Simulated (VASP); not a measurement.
Set up this calculation in VASP 6.6.1, as the native input.

```
Task                   : single point
Functional             : PBE
Potentials or basis    : VASP PAW PBE potentials, release 64 (Bi_d, Te)
Cutoff                 : 520 eV
k mesh                 : 5 × 5 × 5
Occupations            : fermi-dirac, width 0.05 eV
Spin                   : non-collinear spin, zero start, spin-orbit coupling
Starting moments       : [[0.0, 0.0, 0.0], [0.0, 0.0, 0.0]] μB
Dipole correction      : no
Further INCAR settings : ALGO = Normal; EDIFF = 1e-06; NBANDS = 33
```

The structure of BiTe lies in POSCAR:

```
BiTe
1.0
    2.4227077728      1.3987509848      3.3172919545
   -2.4227077728      1.3987509848      3.3172919545
    0.0000000000     -2.7975019696      3.3172919545
Bi Te
1 1
Direct
    0.5000000000      0.5000000000      0.5000000000
    0.0000000000      0.0000000000      0.0000000000
```

The input as run:

INCAR

```
ALGO = Normal
EDIFF = 1E-6
ENCUT = 520
GGA = PE
GGA_COMPAT = F
ISIF = 2
ISMEAR = -1
LASPH = T
LCHARG = F
LORBIT = 11
LORBMOM = T
LREAL = F
LSORBIT = T
LWAVE = F
MAGMOM = 0 0 0 0 0 0
NBANDS = 33
NELM = 150
PREC = Accurate
SIGMA = 0.05
```

KPOINTS

```
k-points
0
Gamma
  5 5 5
```

Potentials or basis: VASP PAW PBE potentials, release 64 (Bi_d, Te).

Run with:

```sh
$ cat potpaw_PBE.64/Bi_d/POTCAR potpaw_PBE.64/Te/POTCAR > POTCAR
$ mpirun -np 1 vasp_ncl > vasp.out
```

It gave:

| Quantity | Value |
| --- | --- |
| Pressure | 1.0 GPa |
| Net moment | 0.00 μB per cell |
| Valence electrons inside the program's atomic spheres | Bi 12.69; Te 3.33 |

It took 100 s on 1 thread of Intel Xeon 8259CL, with other jobs on the host, peak memory 0.34 GiB.
